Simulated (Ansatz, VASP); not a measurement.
# Pt: VASP beside Ansatz

The input INCAR:

```
PREC = Accurate
ENCUT = 520
EDIFF = 1E-6
ISMEAR = -1
SIGMA = 0.1
LREAL = F
LASPH = T
NELM = 100
ALGO = Normal
ISIF = 2
LWAVE = F
LCHARG = F
GGA = B5
ALDAX = 1.0
AGGAX = 1.0
AGGAC = 1.0
ALDAC = 0.0
NBANDS = 17
```

File KPOINTS:

```
regular mesh
0
Gamma
  14 14 7
```

The input POSCAR:

```
Pt
1.0
    2.8507679420      0.0000000000      0.0000000000
   -1.4253839710      2.4688374581      0.0000000000
    0.0000000000      0.0000000000      4.9603838051
Pt
2
Direct
    0.3333333333      0.6666666667      0.2500000000
    0.6666666667      0.3333333333      0.7500000000
```

Input for Ansatz:

```yaml
crystal:
  lattice:
    - [2.850767942, 0.0, 0.0]
    - [-1.425383971, 2.4688374581, 0.0]
    - [0.0, 0.0, 4.9603838051]
  atoms:
    - { symbol: Pt, position: [0.3333333333, 0.6666666667, 0.25] }
    - { symbol: Pt, position: [0.6666666667, 0.3333333333, 0.75] }
hamiltonian:
  xc: blyp
  pseudopotentials:
    kind: paw
    azcp:
      Pt: "pseudopotentials/Pt.paw.azcp"
basis:
  ecutwfc: 420
  fft_grid_basis: typed
kpoints:
  mp_grid: { grid: [14, 14, 7], shift: [0, 0, 0] }
magnetization:
  spin_polarized: false
scf:
  occupations: { method: fermi_dirac, width: 0.1 }
  lower_state_search: "off"
output:
  stress: true
```

Alike in both runs: task single point; functional BLYP; k mesh 14 × 14 × 7; occupations fermi-dirac, width 0.1 eV; no spin polarisation.

|  | VASP | Ansatz |
| --- | --- | --- |
| version | VASP 6.6.1 | Ansatz 0.2.0 |
| potentials or method | VASP PAW PBE potentials, release 64 (Pt), cutoff 520 eV | plane waves (420 eV) with PAW, scalar-relativistic |
| valence electrons in the cell | 20 | 36 |

Ansatz gave:

| Property | Result |
| --- | --- |
| pressure (GPa) | -6.8 |
| traceless stress, the component that is largest in VASP (GPa) | 0.52 |

Question: Estimate VASP's values.

Answer: Pressure (GPa): -6.1; traceless stress, the component that is largest in VASP (GPa): 0.22.

VASP's potentials were made for PBE, not for BLYP. The functional is the same, so the differences come from potentials, cutoffs and numerics. VASP's potentials hold 20 valence electrons a cell and Ansatz's 36, so a difference there can come from the potentials and not from the codes.

Spin-orbit coupling is off throughout.
